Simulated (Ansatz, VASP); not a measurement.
# One calculation of ScAl3, two programs

The input INCAR:

```
  PREC = Accurate
  ENCUT = 520
  EDIFF = 1E-6
  ISMEAR = 0
  SIGMA = 0.15
  LREAL = F
  LASPH = T
  NELM = 100
  ALGO = Fast
  ISIF = 2
  LWAVE = F
  LCHARG = F
  GGA = PS
  NBANDS = 18
```

KPOINTS

```
regular mesh
0
Gamma
  12 12 12
```

The input POSCAR:

```
ScAl3
1.0
    4.2341505607      0.0000000000      0.0000000000
    0.0000000000      4.2341505607      0.0000000000
    0.0000000000      0.0000000000      3.9084466715
Sc Al
1 3
Direct
    0.0000000000      0.0000000000      0.0000000000
    0.5000000000      0.0000000000      0.5000000000
    0.0000000000      0.5000000000      0.5000000000
    0.5000000000      0.5000000000      0.0000000000
```

Input for Ansatz:

```yaml
crystal:
  lattice:
    - [4.2341505607, 0.0, 0.0]
    - [0.0, 4.2341505607, 0.0]
    - [0.0, 0.0, 3.9084466715]
  atoms:
    - { symbol: Sc, position: [0.0, 0.0, 0.0] }
    - { symbol: Al, position: [0.5, 0.0, 0.5] }
    - { symbol: Al, position: [0.0, 0.5, 0.5] }
    - { symbol: Al, position: [0.5, 0.5, 0.0] }
basis:
  ecutwfc: 420
kpoints:
  mp_grid: { grid: [12, 12, 12] }
hamiltonian:
  xc: pbesol
scf:
  occupations: { method: gaussian, width: 0.15 }
output:
  forces: true
  stress: true
  eigenvalues: true
```

Change from the starting cell: strain +0.040 along x and y, -0.040 along z, atoms carried along.

Alike in both runs: task single point; functional PBEsol; k mesh 12 × 12 × 12; occupations gaussian, width 0.15 eV; no spin polarisation.

|  | VASP | Ansatz |
| --- | --- | --- |
| version | VASP 6.6.1 | Ansatz 0.2.0 |
| potentials or method | VASP PAW PBE potentials, release 64 (Sc_sv, Al), cutoff 520 eV | scalar-relativistic, plane waves, PAW |
| valence electrons in the cell | 20 | 20 |

Ansatz gave:

| Item | Value |
| --- | --- |
| gap on the k mesh at the Fermi level (eV) | none |
| pressure (GPa) | -2.8 |
| traceless stress, the component that is largest in VASP (GPa) | 6.47 |

Q: What did VASP give for the same quantities?

A: gap on the k mesh at the Fermi level (eV): none; pressure (GPa): -2.7; traceless stress, the component that is largest in VASP (GPa): 6.49.

VASP's potentials were made for PBE, not for PBEsol. A gap of «none» marks a metal or a gap that the smearing closes.
